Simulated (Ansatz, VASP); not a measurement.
PtSe2: VASP beside Ansatz

```xyz
3
Lattice="3.7240 0.0000 -0.0745 -1.8620 3.2251 0.0372 -0.1012 0.0000 5.0620" Properties=species:S:1:pos:R:3 pbc="T T T"
Pt    0.0000    0.0000    0.0000
Se   -0.0253    2.1501    1.2655
Se    1.7861    1.0750    3.7593
```

Change from the starting cell: strain -0.0400 x Voigt [0, 0, 0, 0, 1, 0], atoms carried along.

Alike in both runs: task single point; functional PBE; k mesh 12 × 12 × 10; occupations gaussian, width 0.15 eV; no spin polarisation.

```csv
,VASP,Ansatz
version,VASP 6.6.1,Ansatz 0.2.0
potentials or method,"VASP PAW PBE potentials, release 64 (Pt, Se), cutoff 520 eV","scalar-relativistic, plane waves, PAW"
valence electrons in the cell,22,50
```

|  | VASP | Ansatz | Ansatz less VASP |
| --- | --- | --- | --- |
| gap on the k mesh at the Fermi level (eV) | none | none | - |
| pressure (GPa) | 7.6 | 7.6 | 0.00 |
| traceless stress, the component that is largest in VASP (GPa) | 3.59 | 3.59 | +0.003 |
| rms of the force components (eV/Å) | 0.350 | 0.347 | -0.0024 |

Atom by atom the forces differ by 0.003 eV/Å (rms over components). A gap of «none» marks a metal or a gap that the smearing closes. The functional is the same, so the differences come from potentials, cutoffs and numerics. VASP's potentials hold 22 valence electrons a cell and Ansatz's 50, so a difference there can come from the potentials and not from the codes.

Neither program's run includes spin-orbit coupling.
